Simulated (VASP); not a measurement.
# TiO in VASP: single point with PBE

Aim: the single point of TiO with PBE.

All numbers are computed with VASP 6.6.1; they aren't measurements. Logs are shortened: lines on timing, memory, paths and dates and some standing lists are left out, and cuts for length are marked.

## (1) The cell of the first run

The cell holds a cluster in a box, 2 atoms: a = 10.000 Å, b = 10.000 Å, c = 10.000 Å, α = 90.00°, β = 90.00°, γ = 90.00°.

## (2) Single point, PBE, collinear spin

INCAR

```
SYSTEM = TiO
PREC = Accurate ; ENCUT = 520
EDIFF = 1E-6 ; ISMEAR = -1
SIGMA = 0.05 ; LREAL = .FALSE.
LASPH = .TRUE. ; NELM = 200
ALGO = Normal ; ISIF = 2
LWAVE = .FALSE. ; LCHARG = .FALSE.
ISPIN = 2 ; MAGMOM = 2 0
LORBIT = 11 ; LMAXMIX = 4
GGA = PE ; NBANDS = 20
GGA_COMPAT = .FALSE.
```

KPOINTS

```
Automatic mesh
0
G
  1 1 1
  0 0 0
```

POSCAR

```
TiO
1.0
   10.0000000000      0.0000000000      0.0000000000
    0.0000000000     10.0000000000      0.0000000000
    0.0000000000      0.0000000000     10.0000000000
Ti O
1 1
Direct
    0.0000000000      0.0000000000      0.0000000000
    0.0000000000      0.0000000000      0.1630000000
```

Potentials or basis: VASP PAW PBE potentials, release 64 (Ti_sv, O).

Launch:

```bash
cat potpaw_PBE.64/Ti_sv/POTCAR potpaw_PBE.64/O/POTCAR > POTCAR
mpirun -np 1 vasp_gam > vasp.out
```

OUTCAR:

```text
SYSTEM = TiO
   PREC = Accurate
   ENCUT = 520
   EDIFF = 1E-6
   ISMEAR = -1
   LREAL = .FALSE.
   LASPH = .TRUE.
   NELM = 200
   ISIF = 2
   ISPIN = 2
   LORBIT = 11
   GGA = PE

 ion  position               nearest neighbor table
   1  0.000  0.000  0.000-   2 1.63
   2  0.000  0.000  0.163-   1 1.63

  LATTYP: Found a simple cubic cell.
 ALAT       =    10.0000000000

  Lattice vectors:

 A1 = (  10.0000000000,   0.0000000000,   0.0000000000)
 A2 = (   0.0000000000,  10.0000000000,   0.0000000000)
 A3 = (   0.0000000000,   0.0000000000,  10.0000000000)

Analysis of symmetry for initial positions (statically):
=====================================================================
 Subroutine PRICEL returns:
 Original cell was already a primitive cell.

 Routine SETGRP: Setting up the symmetry group for a
 simple cubic supercell.

 Subroutine GETGRP returns: Found  8 space group operations
 (whereof  8 operations were pure point group operations)
 out of a pool of 48 trial point group operations.

The static configuration has the point symmetry C_4v.

Analysis of symmetry for dynamics (positions and initial velocities):
=====================================================================
 Subroutine PRICEL returns:
 Original cell was already a primitive cell.

 Routine SETGRP: Setting up the symmetry group for a
 simple cubic supercell.

 Subroutine GETGRP returns: Found  8 space group operations
 (whereof  8 operations were pure point group operations)
 out of a pool of 48 trial point group operations.

The dynamic configuration has the point symmetry C_4v.

Analysis of structural, dynamic, and magnetic symmetry:
=====================================================================
 Subroutine PRICEL returns:
 Original cell was already a primitive cell.

 Routine SETGRP: Setting up the symmetry group for a
 simple cubic supercell.

 Subroutine GETGRP returns: Found  8 space group operations
 (whereof  8 operations were pure point group operations)
 out of a pool of 48 trial point group operations.

The overall configuration has the point symmetry C_4v.

 Subroutine INISYM returns: Found  8 space group operations
 (whereof  8 operations are pure point group operations),
 and found     1 'primitive' translations

----------------------------------------------------------------------------------------

                                     Primitive cell

  volume of cell :    1000.0000

  direct lattice vectors                    reciprocal lattice vectors
    10.000000000  0.000000000  0.000000000     0.100000000  0.000000000  0.000000000
     0.000000000 10.000000000  0.000000000     0.000000000  0.100000000  0.000000000
     0.000000000  0.000000000 10.000000000     0.000000000  0.000000000  0.100000000

  length of vectors
    10.000000000 10.000000000 10.000000000     0.100000000  0.100000000  0.100000000

  position of ions in fractional coordinates (direct lattice)
     0.000000000  0.000000000  0.000000000
     0.000000000  0.000000000  0.163000000

  ion indices of the primitive-cell ions
   primitive index   ion index
                 1           1
                 2           2

----------------------------------------------------------------------------------------

 KPOINTS: Automatic mesh

Automatic generation of k-mesh.
 Grid dimensions read from file:
 generate k-points for:    1    1    1

 Generating k-lattice:

  Cartesian coordinates                     Fractional coordinates (reciprocal lattice)
     0.100000000  0.000000000  0.000000000     1.000000000  0.000000000  0.000000000
     0.000000000  0.100000000  0.000000000     0.000000000  1.000000000  0.000000000
     0.000000000  0.000000000  0.100000000     0.000000000  0.000000000  1.000000000

  Length of vectors
     0.100000000  0.100000000  0.100000000

  Shift w.r.t. Gamma in fractional coordinates (k-lattice)
     0.000000000  0.000000000  0.000000000

 Subroutine IBZKPT returns following result:
 ===========================================

 Found      1 irreducible k-points:

 Following reciprocal coordinates:
            Coordinates               Weight
  0.000000  0.000000  0.000000      1.000000
   k-points           NKPTS =      1   k-points in BZ     NKDIM =      1   number of bands    NBANDS=     20
   number of dos      NEDOS =    301   number of ions     NIONS =      2
   total plane-waves  NPLWV = 512000
   dimension x,y,z NGX =    80 NGY =   80 NGZ =   80
   dimension x,y,z NGXF=   160 NGYF=  160 NGZF=  160
   ions per type =               1   1
   NGX,Y,Z   is equivalent  to a cutoff of  13.30, 13.30, 13.30 a.u.
   NGXF,Y,Z  is equivalent  to a cutoff of  26.60, 26.60, 26.60 a.u.
 SYSTEM =  TiO
   PREC   = accura    normal or accurate (medium, high low for compatibility)
   ISTART =      0    job   : 0-new  1-cont  2-samecut
   ICHARG =      2    charge: 1-file 2-atom 10-const
   ISPIN  =      2    spin polarized calculation?
   LNONCOLLINEAR =      F non collinear calculations
   LSORBIT =      F    spin-orbit coupling
   LASPH  =      T    aspherical Exc in radial PAW
   ENCUT  =  520.0 eV  38.22 Ry    6.18 a.u.  18.59 18.59 18.59*2*pi/ulx,y,z
   NELM   =    200;   NELMIN=  2; NELMDL= -5     # of ELM steps
   EDIFF  = 0.1E-05   stopping-criterion for ELM
   LREAL  =      F    real-space projection
   EDIFFG = 0.1E-04   stopping-criterion for IOM
   NSW    =      0    number of steps for IOM
   IBRION =     -1    ionic relax: 0-MD 1-quasi-New 2-CG
   NFREE  =      0    steps in history (QN), initial steepest desc. (CG)
   ISIF   =      2    stress and relaxation
   ISYM   =      2    0-nonsym 1-usesym 2-fastsym
   POTIM  = 0.5000    time-step for ionic-motion
   TEBEG  =    0.0;   TEEND  =   0.0 temperature during run
   PSTRESS=    0.0 pullay stress
   NELECT =      18.0000    total number of electrons
   NUPDOWN=      -1.0000    fix difference up-down
   EMIN   =  10.00;   EMAX   =-10.00  energy-range for DOS
   EFERMI =   0.00;   METHOD = LEGACY
   ISMEAR =    -1;   SIGMA  =   0.05  broadening in eV -4-tet -1-fermi 0-gaus
   EFERMI_NEDOS =   21; number of points for ismear=-14 and -15
   IALGO  =     38    algorithm
   IMIX   =      4    mixing-type and parameters
     AMIX     =   0.40;   BMIX     =  1.00
     AMIX_MAG =   1.60;   BMIX_MAG =  1.00
  volume/ion in A,a.u.               =     500.00      3374.17
  Fermi-wavevector in a.u.,A,eV,Ry     =   0.429041  0.810770  2.504511  0.184076
  Thomas-Fermi vector in A             =   1.396701
   LORBIT       =     11    0 simple, 1 ext, 2 COOP (PROOUT), +10 PAW based schemes
   GGA     = PE    functional components
   LHFCALC =     F    Hartree Fock is set to
   AEXX    =    0.0000 exact exchange contribution
   IVDW    =     0    specifies the selected vdW correction
   LEPSILON=     F    determine dielectric tensor
   LRPA    =     F    only Hartree local field effects (RPA)
 spin polarized calculation
  energy-cutoff  :      520.00
  volume of cell :     1000.00
 maximum number of plane-waves:     13481
 NGX is ok and might be reduce to    80
   NGX = 37   NGY = 37   NGZ = 37

 number of electron      17.9999992 magnetization       2.0000235

 Free energy of the ion-electron system (eV)
  ---------------------------------------------------
  ext. energy  EPLUGINS =         0.00000000
  ---------------------------------------------------
  free energy    TOTEN  =       -12.44516317 eV

  energy without entropy =      -12.44503141  energy(sigma->0) =      -12.44509729

 E-fermi :  -3.4278     XC(G=0):  -1.0316

 val. band max:       -3.8754279274   @ k =   0.0000   0.0000   0.0000
 cond. band min:      -2.9811428618   @ k =   0.0000   0.0000   0.0000
 fundamental gap:      0.8942850656
 Fermi energy:        -3.4277918737

 spin component 1

 k-point     1 :       0.0000    0.0000    0.0000
  band No.  band energies     occupation
      1     -61.2764      1.00000
      2     -37.9174      1.00000
      3     -37.5855      1.00000
      4     -37.5853      1.00000
      5     -20.7418      1.00000
      6      -7.2584      1.00000
[... 12 lines left out ...]
     19       0.9774      0.00000
     20       1.0280      0.00000
 Fermi energy:        -3.4277918737

 spin component 2

 k-point     1 :       0.0000    0.0000    0.0000
  band No.  band energies     occupation
      1     -60.2584      1.00000
      2     -37.2992      1.00000
      3     -36.3528      1.00000
      4     -36.3528      1.00000
      5     -20.8885      1.00000
      6      -7.1805      1.00000
[... 12 lines left out ...]
     19       1.5341      0.00000
     20       1.6617      0.00000

------------------------ aborting loop because EDIFF is reached ----------------------------------------

  FORCE on cell =-STRESS in cart. coord.  units (eV):
  Direction    XX          YY          ZZ          XY          YZ          ZX
  --------------------------------------------------------------------------------------
  -------------------------------------------------------------------------------------
  Total       -0.0559282     -0.0559282     -0.3392355      0.0000000      0.0000000      0.0000000
  in kB       -0.0896069     -0.0896069     -0.5435154      0.0000000      0.0000000      0.0000000
  external PRESSURE =      -0.2409097 kB  Pullay stress =       0.0000000 kB

 VOLUME and BASIS-vectors are now :
 -----------------------------------------------------------------------------
  energy-cutoff  :      520.00
  volume of cell :     1000.00
      direct lattice vectors                 reciprocal lattice vectors
    10.000000000  0.000000000  0.000000000     0.100000000  0.000000000  0.000000000
     0.000000000 10.000000000  0.000000000     0.000000000  0.100000000  0.000000000
     0.000000000  0.000000000 10.000000000     0.000000000  0.000000000  0.100000000

 POSITION                                       TOTAL-FORCE (eV/Angst)
 -----------------------------------------------------------------------------------
      0.00000      0.00000      0.00000         0.000000     -0.000000      0.143862
      0.00000      0.00000      1.63000         0.000000      0.000000     -0.143862
 -----------------------------------------------------------------------------------
    total drift:                                0.000000      0.000000      0.000063

  FREE ENERGIE OF THE ION-ELECTRON SYSTEM (eV)
  ---------------------------------------------------
  free  energy   TOTEN  =       -12.4451631682 eV

  energy  without entropy=      -12.4450314134  energy(sigma->0) =      -12.44509729

 total charge

# of ion       s       p       d       tot
------------------------------------------
    1        2.248   6.050   2.225  10.523
    2        1.605   3.353   0.000   4.958
--------------------------------------------------
tot          3.853   9.403   2.225  15.481

 magnetization (x)

# of ion       s       p       d       tot
------------------------------------------
    1        0.149   0.001   1.011   1.160
    2        0.001  -0.114   0.000  -0.114
--------------------------------------------------
tot          0.149  -0.113   1.011   1.047
```

It took 4.3 min on 1 thread of Intel Xeon Platinum 8259CL at 2.50GHz (Skylake/Cascade Lake), shared host; peak memory 1.3 GiB.

Results:

* Free energy: -12.4452 eV
* Largest force: 0.144 eV/Å
* Gap between the frontier levels: 0.89 eV
* Net moment: 2.00 μB per cell
* Site moments: Ti +1.16; O -0.11 μB
* Valence electrons inside the program's atomic spheres: Ti 10.52; O 4.96

Forces in eV/Å, atoms in the order of the input:
```
Ti   0.000  0.000  0.144
O    0.000  0.000 -0.144
```

Levels at points of the mesh, in eV from the valence-band top:
Spin up:
```csv
k point,band 6,band 7,band 8,band 9,band 10,band 11,band 12,band 13,band 14,band 15
"(0.00, 0.00, 0.00)",-3.38,-3.31,-3.31,-0.20,0.00,0.89,1.58,1.58,2.33,3.70
```
Spin down:
```csv
k point,band 5,band 6,band 7,band 8,band 9,band 10,band 11,band 12
"(0.00, 0.00, 0.00)",-17.01,-3.31,-3.31,-3.30,1.30,1.60,2.29,2.55
```
